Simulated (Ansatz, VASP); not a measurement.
**Two plane-wave programs on Ca3Lu**

File INCAR:

```
SYSTEM = Ca3Lu
PREC = Accurate ; ENCUT = 600
EDIFF = 1E-6 ; ISMEAR = -1
SIGMA = 0.05 ; LREAL = .False.
LASPH = .True. ; NELM = 60
ALGO = Normal ; ISIF = 3
LWAVE = .False. ; LCHARG = .False.
GGA = PE ; IVDW = 13
IBRION = 2 ; NSW = 60
EDIFFG = -0.01
```

KPOINTS

```
Automatic mesh
0
Gamma
  5 5 5
  0 0 0
```

POSCAR

```
Ca3Lu
1.0
    5.3617750000      0.0000000000      0.0000000000
    0.0000000000      5.3617750000      0.0000000000
    0.0000000000      0.0000000000      5.3617750000
Lu Ca
1 3
Direct
    0.5000000000      0.5000000000      0.5000000000
    0.0000000000      0.0000000000      0.5000000000
    0.0000000000      0.5000000000      0.0000000000
    0.5000000000      0.0000000000      0.0000000000
```

Contents of input.yaml:

```yaml
crystal:
  lattice:
    - [5.361775, 0.0, 0.0]
    - [0.0, 5.361775, 0.0]
    - [0.0, 0.0, 5.361775]
  atoms:
    - { symbol: Lu, position: [0.5, 0.5, 0.5] }
    - { symbol: Ca, position: [0.0, 0.0, 0.5] }
    - { symbol: Ca, position: [0.0, 0.5, 0.0] }
    - { symbol: Ca, position: [0.5, 0.0, 0.0] }
hamiltonian:
  xc: pbe
  pseudopotentials: { kind: paw }
  dispersion: d4
kpoints:
  mp_grid: { grid: [5, 5, 5] }
scf:
  occupations: { method: fermi_dirac, width: 0.05 }
output:
  forces: true
  stress: true
  eigenvalues: true
  write_density: true
  write_potential: true
  elf: true
  volumetric_format: npy
relax:
  f_tol: 0.01
  max_steps: 40
  cell: { stress_tol: 0.05 }
```

Alike in both runs: task relaxation of cell and atoms; functional PBE; dispersion D4; k mesh 5 × 5 × 5; occupations fermi-dirac, width 0.05 eV; no spin polarisation.

|  | VASP | Ansatz |
| --- | --- | --- |
| version | VASP 6.6.1 | Ansatz 0.2.0 |
| potentials or method | VASP PAW PBE potentials, release 64 (Lu, Ca_sv) | Ansatz PAW |
| plane-wave cutoff (eV) | 600 | 420 |
| valence electrons in the cell | 55 | 55 |

VASP gave:

| Property | Result |
| --- | --- |
| gap on the k mesh at the Fermi level, each at its own relaxed structure (eV) | none |
| relaxed volume (Å³/atom) | 37.95 |
| relaxed cell length with the largest relative difference (Å) | 5.334 |

**Question.** Estimate Ansatz's values.

**Answer.** gap on the k mesh at the Fermi level, each at its own relaxed structure (eV): none; relaxed volume (Å³/atom): 37.85; relaxed cell length with the largest relative difference (Å): 5.330.

A gap of «none» marks a metal or a gap that the smearing closes.

Spin-orbit coupling is off throughout. Noted on Ansatz's run: the plane-wave basis is chosen anew once the cell has moved, so the energies of steps on either side of that aren't comparable.
